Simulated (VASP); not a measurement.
# ZnTe2O3 (P6/mmm) in VASP: notebook

Runs on ZnTe2O3. Level: PBE. Tasks: single point.

Everything below comes from runs of VASP 6.6.1. Logs are shortened: lines on timing, memory, paths and dates and some standing lists are left out, and cuts for length are marked.

### 1 The cell of the first run

The structure is hexagonal, space group P6/mmm (No. 191). Conventional cell: a = 5.722 Å, b = 5.722 Å, c = 3.381 Å, α = 90.00°, β = 90.00°, γ = 120.00°. Zn (site symmetry 6/mmm) has 6 Te at 3.30 Å and 12 O at 3.32 Å and 2 Zn at 3.38 Å within 4.3 Å. Te (site symmetry -6m2) has 6 O at 2.36 Å within 3.1 Å. O (site symmetry mmm) has 4 Te at 2.36 Å and 4 O at 2.86 Å within 3.1 Å.

The cell was built from a structure type or drawn by symmetry, and may not be a known phase.

### 2 Single point, PBE

The input, INCAR:

```
SYSTEM = ZnTe2O3
PREC = Accurate
ENCUT = 520
EDIFF = 1E-7
ISMEAR = 0
SIGMA = 0.1
LREAL = .FALSE.
LASPH = .TRUE.
NELM = 80
ALGO = Normal
ISIF = 2
LWAVE = .FALSE.
LCHARG = .TRUE.
GGA = PE
LELF = .TRUE.
LVHAR = .TRUE.
NBANDS = 30
```

The input, KPOINTS:

```
regular mesh
0
G
  3 3 6
  0 0 0
```

The input, POSCAR:

```
ZnTe2O3
1.0
    5.7221777310      0.0000000000      0.0000000000
   -2.8610888655      4.9555512800      0.0000000000
    0.0000000000      0.0000000000      3.3811947448
Zn Te O
1 2 3
Direct
    0.0000000000      0.0000000000      0.0000000000
    0.3333333333      0.6666666667      0.0000000000
    0.6666666667      0.3333333333      0.0000000000
    0.5000000000      0.0000000000      0.5000000000
    0.5000000000      0.5000000000      0.5000000000
    0.0000000000      0.5000000000      0.5000000000
```

Potentials or basis: VASP PAW PBE potentials, release 64 (Zn, Te, O).

On the command line:

```bash
cat potpaw_PBE.64/Zn/POTCAR potpaw_PBE.64/Te/POTCAR potpaw_PBE.64/O/POTCAR > POTCAR
mpirun -np 1 vasp_std > vasp.out
```

OUTCAR:

```text
SYSTEM = ZnTe2O3
   PREC = Accurate
   ENCUT = 520
   EDIFF = 1E-7
   ISMEAR = 0
   LREAL = .FALSE.
   LASPH = .TRUE.
   NELM = 80
   ISIF = 2
   GGA = PE

 ion  position               nearest neighbor table
   1  0.000  0.000  0.000-   2 3.30   3 3.30   2 3.30   3 3.30   3 3.30   2 3.30
   2  0.333  0.667  0.000-   4 2.36   4 2.36   6 2.36   6 2.36   5 2.36   5 2.36   3 3.30   1 3.30
                             3 3.30   1 3.30   1 3.30   3 3.30
   3  0.667  0.333  0.000-   4 2.36   4 2.36   6 2.36   6 2.36   5 2.36   5 2.36   2 3.30   1 3.30
                             2 3.30   1 3.30   1 3.30   2 3.30
   4  0.500  0.000  0.500-   2 2.36   3 2.36   2 2.36   3 2.36
   5  0.500  0.500  0.500-   2 2.36   3 2.36   2 2.36   3 2.36
   6  0.000  0.500  0.500-   2 2.36   3 2.36   2 2.36   3 2.36

  LATTYP: Found a hexagonal cell.
 ALAT       =     5.7221777310
 C/A-ratio  =     0.5908929963

  Lattice vectors:

 A1 = (   5.7221777310,   0.0000000000,   0.0000000000)
 A2 = (  -2.8610888655,   4.9555512800,   0.0000000000)
 A3 = (   0.0000000000,   0.0000000000,   3.3811947448)

Analysis of symmetry for initial positions (statically):
=====================================================================
 Subroutine PRICEL returns:
 Original cell was already a primitive cell.

 Routine SETGRP: Setting up the symmetry group for a
 hexagonal supercell.

 Subroutine GETGRP returns: Found 24 space group operations
 (whereof 24 operations were pure point group operations)
 out of a pool of 24 trial point group operations.

The static configuration has the point symmetry D_6h.

Analysis of symmetry for dynamics (positions and initial velocities):
=====================================================================
 Subroutine PRICEL returns:
 Original cell was already a primitive cell.

 Routine SETGRP: Setting up the symmetry group for a
 hexagonal supercell.

 Subroutine GETGRP returns: Found 24 space group operations
 (whereof 24 operations were pure point group operations)
 out of a pool of 24 trial point group operations.

The dynamic configuration has the point symmetry D_6h.

 Subroutine INISYM returns: Found 24 space group operations
 (whereof 24 operations are pure point group operations),
 and found     1 'primitive' translations

----------------------------------------------------------------------------------------

                                     Primitive cell

  volume of cell :      95.8790

  direct lattice vectors                    reciprocal lattice vectors
     5.722177731  0.000000000  0.000000000     0.174758640  0.100896948  0.000000000
    -2.861088866  4.955551280  0.000000000     0.000000000  0.201793896  0.000000000
     0.000000000  0.000000000  3.381194745     0.000000000  0.000000000  0.295753447

  length of vectors
     5.722177731  5.722177731  3.381194745     0.201793896  0.201793896  0.295753447

  position of ions in fractional coordinates (direct lattice)
     0.000000000  0.000000000  0.000000000
     0.333333333  0.666666667  0.000000000
     0.666666667  0.333333333  0.000000000
     0.500000000  0.000000000  0.500000000
     0.500000000  0.500000000  0.500000000
     1.000000000  0.500000000  0.500000000

  ion indices of the primitive-cell ions
   primitive index   ion index
                 1           1
                 2           2
                 3           3
                 4           4
                 5           5
                 6           6

----------------------------------------------------------------------------------------

 KPOINTS: regular mesh

Automatic generation of k-mesh.
 Grid dimensions read from file:
 generate k-points for:    3    3    6

 Generating k-lattice:

  Cartesian coordinates                     Fractional coordinates (reciprocal lattice)
     0.058252880  0.033632316  0.000000000     0.333333333 -0.000000000  0.000000000
     0.000000000  0.067264632  0.000000000     0.000000000  0.333333333  0.000000000
     0.000000000  0.000000000  0.049292241     0.000000000  0.000000000  0.166666667

  Length of vectors
     0.067264632  0.067264632  0.049292241

  Shift w.r.t. Gamma in fractional coordinates (k-lattice)
     0.000000000  0.000000000  0.000000000

 Subroutine IBZKPT returns following result:
 ===========================================

 Found     12 irreducible k-points:

 Following reciprocal coordinates:
            Coordinates               Weight
  0.000000  0.000000  0.000000      1.000000
  0.333333  0.000000  0.000000      6.000000
  0.333333  0.333333  0.000000      2.000000
  0.000000  0.000000  0.166667      2.000000
  0.333333  0.000000  0.166667     12.000000
  0.333333  0.333333  0.166667      4.000000
  0.000000  0.000000  0.333333      2.000000
  0.333333  0.000000  0.333333     12.000000
  0.333333  0.333333  0.333333      4.000000
  0.000000  0.000000  0.500000      1.000000
  0.333333  0.000000  0.500000      6.000000
  0.333333  0.333333  0.500000      2.000000
   k-points           NKPTS =     12   k-points in BZ     NKDIM =     12   number of bands    NBANDS=     30
   number of dos      NEDOS =    301   number of ions     NIONS =      6
   total plane-waves  NPLWV =  64512
   dimension x,y,z NGX =    48 NGY =   48 NGZ =   28
   dimension x,y,z NGXF=    96 NGYF=   96 NGZF=   56
   ions per type =               1   2   3
   NGX,Y,Z   is equivalent  to a cutoff of  13.95, 13.95, 13.77 a.u.
   NGXF,Y,Z  is equivalent  to a cutoff of  27.89, 27.89, 27.53 a.u.
 SYSTEM =  ZnTe2O3
   PREC   = accura    normal or accurate (medium, high low for compatibility)
   ISTART =      0    job   : 0-new  1-cont  2-samecut
   ICHARG =      2    charge: 1-file 2-atom 10-const
   ISPIN  =      1    spin polarized calculation?
   LNONCOLLINEAR =      F non collinear calculations
   LSORBIT =      F    spin-orbit coupling
   LASPH  =      T    aspherical Exc in radial PAW
   ENCUT  =  520.0 eV  38.22 Ry    6.18 a.u.  10.64 10.64  6.29*2*pi/ulx,y,z
   NELM   =     80;   NELMIN=  2; NELMDL= -5     # of ELM steps
   EDIFF  = 0.1E-06   stopping-criterion for ELM
   LREAL  =      F    real-space projection
   EDIFFG = 0.1E-05   stopping-criterion for IOM
   NSW    =      0    number of steps for IOM
   IBRION =     -1    ionic relax: 0-MD 1-quasi-New 2-CG
[... 31 lines left out ...]
 NGX is ok and might be reduce to    42
   NGX = 21   NGY = 21   NGZ = 13

 number of electron      42.0000000 magnetization

 Free energy of the ion-electron system (eV)
  ---------------------------------------------------
  ext. energy  EPLUGINS =         0.00000000
  ---------------------------------------------------
  free energy    TOTEN  =       -22.67962287 eV

  energy without entropy =      -22.67004521  energy(sigma->0) =      -22.67483404

 E-fermi :   6.0284     XC(G=0): -10.5091

 val. band max:        5.9219781817   @ k =   0.3333   0.3333   0.0000
 cond. band min:       6.0454626372   @ k =   0.3333   0.3333   0.1667
 fundamental gap:      0.1234844555
 Fermi energy:         6.0284353208

 k-point     1 :       0.0000    0.0000    0.0000
  band No.  band energies     occupation
      1     -13.8288      2.00000
      2     -12.1601      2.00000
      3     -12.1601      2.00000
      4      -6.6560      2.00000
      5      -3.8507      2.00000
      6      -0.2913      2.00000
[... 22 lines left out ...]
     29      12.7949      0.00000
     30      15.4787      0.00000

 k-point     2 :       0.3333    0.0000    0.0000
  band No.  band energies     occupation
      1     -13.5509      2.00000
      2     -12.6215      2.00000
      3     -12.1661      2.00000
      4      -5.9473      2.00000
      5      -4.3227      2.00000
      6      -0.3541      2.00000
[... 22 lines left out ...]
     29      13.8843      0.00000
     30      14.6594      0.00000

 k-point     3 :       0.3333    0.3333    0.0000
  band No.  band energies     occupation
      1     -13.1255      2.00000
      2     -13.1255      2.00000
      3     -12.1747      2.00000
      4      -5.0882      2.00000
      5      -5.0882      2.00000
      6      -0.3405      2.00000
[... 22 lines left out ...]
     29      14.0078      0.00000
     30      14.0078      0.00000

 k-point     4 :       0.0000    0.0000    0.1667
  band No.  band energies     occupation
      1     -13.6331      2.00000
      2     -12.0738      2.00000
      3     -12.0738      2.00000
      4      -6.3099      2.00000
      5      -4.9906      2.00000
      6      -0.3262      2.00000
[... 22 lines left out ...]
     29      12.8755      0.00000
     30      14.2652      0.00000

 k-point     5 :       0.3333    0.0000    0.1667
  band No.  band energies     occupation
      1     -13.3681      2.00000
      2     -12.4944      2.00000
      3     -12.0791      2.00000
      4      -5.7839      2.00000
      5      -5.0206      2.00000
      6      -0.5302      2.00000
[... 22 lines left out ...]
     29      12.7701      0.00000
     30      14.9338      0.00000

 k-point     6 :       0.3333    0.3333    0.1667
  band No.  band energies     occupation
      1     -12.9650      2.00000
      2     -12.9650      2.00000
      3     -12.0864      2.00000
      4      -5.2748      2.00000
      5      -5.2748      2.00000
      6      -0.4178      2.00000
[... 22 lines left out ...]
     29      12.2854      0.00000
     30      14.3015      0.00000

 k-point     7 :       0.0000    0.0000    0.3333
  band No.  band energies     occupation
      1     -13.1672      2.00000
      2     -11.8914      2.00000
      3     -11.8914      2.00000
      4      -6.6479      2.00000
      5      -5.3048      2.00000
      6      -0.8323      2.00000
[... 22 lines left out ...]
     29      12.5788      0.00000
     30      16.5561      0.00000

 k-point     8 :       0.3333    0.0000    0.3333
  band No.  band energies     occupation
      1     -12.9391      2.00000
      2     -12.2156      2.00000
      3     -11.8951      2.00000
      4      -6.3249      2.00000
      5      -5.4731      2.00000
      6      -1.4646      2.00000
[... 22 lines left out ...]
     29      12.2568      0.00000
     30      15.5670      0.00000

 k-point     9 :       0.3333    0.3333    0.3333
  band No.  band energies     occupation
      1     -12.5990      2.00000
      2     -12.5990      2.00000
      3     -11.8998      2.00000
      4      -5.8771      2.00000
      5      -5.8771      2.00000
      6      -1.0746      2.00000
[... 22 lines left out ...]
     29      12.2069      0.00000
     30      14.8000      0.00000

 k-point    10 :       0.0000    0.0000    0.5000
  band No.  band energies     occupation
      1     -12.8762      2.00000
      2     -11.7946      2.00000
      3     -11.7946      2.00000
      4      -7.3911      2.00000
      5      -4.2221      2.00000
      6      -2.4120      2.00000
[... 22 lines left out ...]
     29      12.5671      0.00000
     30      16.1343      0.00000

 k-point    11 :       0.3333    0.0000    0.5000
  band No.  band energies     occupation
      1     -12.6779      2.00000
      2     -12.0612      2.00000
      3     -11.7975      2.00000
      4      -6.9615      2.00000
      5      -5.3617      2.00000
      6      -1.6382      2.00000
[... 22 lines left out ...]
     29      12.7066      0.00000
     30      15.2435      0.00000

 k-point    12 :       0.3333    0.3333    0.5000
  band No.  band energies     occupation
      1     -12.3852      2.00000
      2     -12.3852      2.00000
      3     -11.8008      2.00000
      4      -6.2745      2.00000
      5      -6.2745      2.00000
      6      -1.4988      2.00000
[... 22 lines left out ...]
     29      12.7377      0.00000
     30      15.1641      0.00000

------------------------ aborting loop because EDIFF is reached ----------------------------------------

  FORCE on cell =-STRESS in cart. coord.  units (eV):
  Direction    XX          YY          ZZ          XY          YZ          ZX
  --------------------------------------------------------------------------------------
  -------------------------------------------------------------------------------------
  Total       -0.2555246     -0.2555246     -0.4517573      0.0000000      0.0000000      0.0000000
  in kB       -4.2699210     -4.2699210     -7.5490493      0.0000000      0.0000000      0.0000000
  external PRESSURE =      -5.3629638 kB  Pullay stress =       0.0000000 kB

 VOLUME and BASIS-vectors are now :
 -----------------------------------------------------------------------------
  energy-cutoff  :      520.00
  volume of cell :       95.88
      direct lattice vectors                 reciprocal lattice vectors
     5.722177731  0.000000000  0.000000000     0.174758640  0.100896948  0.000000000
    -2.861088866  4.955551280  0.000000000     0.000000000  0.201793896  0.000000000
     0.000000000  0.000000000  3.381194745     0.000000000  0.000000000  0.295753447

 POSITION                                       TOTAL-FORCE (eV/Angst)
 -----------------------------------------------------------------------------------
      0.00000      0.00000      0.00000         0.000000      0.000000      0.000000
     -0.00000      3.30370      0.00000        -0.000000      0.000000      0.000000
      2.86109      1.65185      0.00000         0.000000      0.000000      0.000000
      2.86109      0.00000      1.69060         0.000000      0.000000      0.000000
      1.43054      2.47778      1.69060         0.000000      0.000000      0.000000
     -1.43054      2.47778      1.69060         0.000000      0.000000      0.000000
 -----------------------------------------------------------------------------------
    total drift:                                0.000000     -0.000000     -0.000000

  FREE ENERGIE OF THE ION-ELECTRON SYSTEM (eV)
  ---------------------------------------------------
  free  energy   TOTEN  =       -22.6796228669 eV

  energy  without entropy=      -22.6700452148  energy(sigma->0) =      -22.67483404
```

Run time: 30 s. Hardware: 1 thread of Intel Xeon 6975P-C (Granite Rapids), shared host; peak memory 0.25 GiB.

Results:

- Free energy: -22.6796 eV
- Pressure: -0.5 GPa
- Band gap on the k mesh: zero (bands 21 and 22 overlap by 2.34 eV)

Levels at points of the mesh, in eV from the Fermi level:
```csv
k point,band 18,band 19,band 20,band 21,band 22,band 23,band 24,band 25
"(0.00, 0.00, 0.00)",-2.62,-1.93,-1.86,-1.86,-1.42,1.09,1.81,1.81
"(0.00, 0.00, 0.50)",-1.74,-1.35,-1.35,-0.54,-0.44,-0.19,2.10,2.70
```

Caveat: the k points lie up to 0.42 Å⁻¹ apart, too coarse for converged energies and pressures of a metal; spin-orbit coupling is left out, which moves the levels of the heavy elements.

### 3 Single point, PBE

This run uses another cell than the first one, of 16.62 Å³/atom.

The input, INCAR:

```
PREC = Accurate
ENCUT = 520
EDIFF = 1E-7
ISMEAR = 0
SIGMA = 0.1
LREAL = False
LASPH = True
NELM = 100
ALGO = Normal
ISIF = 2
LWAVE = False
LCHARG = False
GGA = PE
NBANDS = 30
```

The input, KPOINTS:

```
regular mesh
0
Gamma
  6 6 4
```

Changes to POSCAR since step 2:

```diff
@@ -2,5 +2,5 @@
 1.0
-    5.7221777310      0.0000000000      0.0000000000
-   -2.8610888655      4.9555512800      0.0000000000
-    0.0000000000      0.0000000000      3.3811947448
+    5.9182492243     -0.0000000032      0.0000000000
+   -2.9591246094      5.1253541758      0.0000000000
+    0.0000000000      0.0000000000      3.2870488413
 Zn Te O
```

Potentials or basis: VASP PAW PBE potentials, release 64 (Zn, Te, O).

On the command line:

```bash
cat potpaw_PBE.64/Zn/POTCAR potpaw_PBE.64/Te/POTCAR potpaw_PBE.64/O/POTCAR > POTCAR
mpirun -np 1 vasp_std > vasp.out
```

Run time: 41 s. Hardware: 1 thread of Intel Xeon 6975P-C (Granite Rapids), shared host; peak memory 0.25 GiB.

Results (log left out):

```yaml
Free_energy: -22.6472 eV
Pressure: -0.5 GPa
Band_gap_on_the_k_mesh: zero (bands 21 and 22 overlap by 1.84 eV)
```

Stress tensor (GPa, compression positive):
```
-0.33  0.00  0.00
 0.00 -0.33  0.00
 0.00  0.00 -0.78
```

Levels at points of the mesh, in eV from the Fermi level:
| k point | band 18 | band 19 | band 20 | band 21 | band 22 | band 23 | band 24 | band 25 |
| --- | --- | --- | --- | --- | --- | --- | --- | --- |
| (0.00, 0.00, 0.00) | -3.14 | -2.54 | -1.88 | -1.88 | -1.55 | 1.13 | 1.66 | 1.66 |
| (0.50, 0.00, 0.00) | -2.85 | -2.83 | -1.70 | -1.12 | 1.22 | 1.23 | 2.42 | 2.50 |
| (0.00, 0.00, 0.50) | -2.32 | -1.50 | -1.50 | -1.43 | -0.90 | -0.59 | 1.58 | 2.51 |
| (0.50, 0.00, 0.50) | -3.27 | -2.63 | -1.48 | -0.13 | 0.85 | 1.35 | 1.55 | 2.17 |

Caveat: the k points lie up to 0.48 Å⁻¹ apart, too coarse for converged energies and pressures of a metal; spin-orbit coupling is left out, which moves the levels of the heavy elements.

### 4 Single point, PBE

This run uses another cell than the first one, of 17.45 Å³/atom.

The input, INCAR:

```
SYSTEM = ZnTe2O3
PREC     = Accurate       ! precision mode
ENCUT    = 520            ! plane-wave cutoff, eV
EDIFF    = 1E-6           ! SCF threshold, eV
ISMEAR   = 0              ! smearing method
SIGMA    = 0.1            ! smearing width, eV
LREAL    = .False.        ! projectors in reciprocal space
LASPH    = .True.         ! aspherical terms in the spheres
NELM     = 60             ! most SCF steps
ALGO     = Normal         ! electronic algorithm
ISIF     = 2              ! what is computed and relaxed
LWAVE    = .False.        ! write WAVECAR
LCHARG   = .False.        ! write CHGCAR
GGA      = PE             ! functional
NBANDS   = 30             ! bands
```

The input, KPOINTS:

```
regular mesh
0
Gamma
  6 6 4
  0 0 0
```

The input, POSCAR:

```
ZnTe2O3
1.0
    5.3594875700      0.0000000000      0.0000000000
   -2.6797437800      4.6414523800      0.0000000000
    0.0000000000      0.0000000000      4.2095423200
Zn Te O
1 2 3
Direct
    0.0000000000      0.0000000000      0.0000000000
    0.3333333300      0.6666666700      0.0000000000
    0.6666666700      0.3333333300      0.0000000000
    0.5000000000      0.0000000000      0.5000000000
    0.5000000000      0.5000000000      0.5000000000
    0.0000000000      0.5000000000      0.5000000000
```

On the command line:

```bash
cat potpaw_PBE.64/Zn/POTCAR potpaw_PBE.64/Te/POTCAR potpaw_PBE.64/O/POTCAR > POTCAR
mpirun -np 1 vasp_std > vasp.out
```

Wall time 52 s (1 thread of Intel Xeon 6975P-C (Granite Rapids), shared host); peak memory 0.25 GiB.

It converged, with:

- Free energy: -19.4561 eV
- Pressure: -9.5 GPa
- Band gap on the k mesh: zero (bands 21 and 22 overlap by 0.65 eV)

Stress tensor (GPa, compression positive):
```
  0.43   0.00   0.00
  0.00   0.43   0.00
  0.00   0.00 -29.28
```

Levels at points of the mesh, in eV from the Fermi level:
```tsv
k point	band 19	band 20	band 21	band 22	band 23	band 24
(0.00, 0.00, 0.00)	-1.39	-0.02	-0.02	0.04	0.54	0.59
(0.50, 0.00, 0.00)	-0.99	-0.89	0.02	1.39	1.62	2.33
(0.00, 0.00, 0.50)	-0.52	-0.34	0.07	0.09	0.09	1.01
(0.50, 0.00, 0.50)	-1.12	0.09	0.13	0.97	1.49	1.88
```

Caveat: the k points lie up to 0.37 Å⁻¹ apart, too coarse for converged energies and pressures of a metal; semilocal functionals underestimate gaps, so a narrow gap can read as zero; spin-orbit coupling is left out, which moves the levels of the heavy elements.

### 5 Summary

| cell | k mesh | gap on the mesh (eV) | pressure (GPa) |
| --- | --- | --- | --- |
| a = 5.722, b = 5.722, c = 3.381 Å, angles 90.0, 90.0, 120.0°, 6 atoms | 3 × 3 × 6 | none | -0.5 |
| a = 5.918, b = 5.918, c = 3.287 Å, angles 90.0, 90.0, 120.0°, 6 atoms | 6 × 6 × 4 | none | -0.5 |
| a = 5.359, b = 5.359, c = 4.210 Å, angles 90.0, 90.0, 120.0°, 6 atoms | 6 × 6 × 4 | none | -9.5 |

Alike in all rows: task single point; level PBE; potentials or basis VASP PAW PBE potentials, release 64 (Zn, Te, O); no spin polarisation; cutoff (eV) 520; smearing gaussian 0.1 eV.

Caveats: all runs use coarse meshes; spin-orbit coupling is left out, which moves the levels of the heavy elements; semilocal functionals underestimate gaps, so a narrow gap can read as zero (at least some runs).

Absolute energies hang on the potentials; compare differences alone.
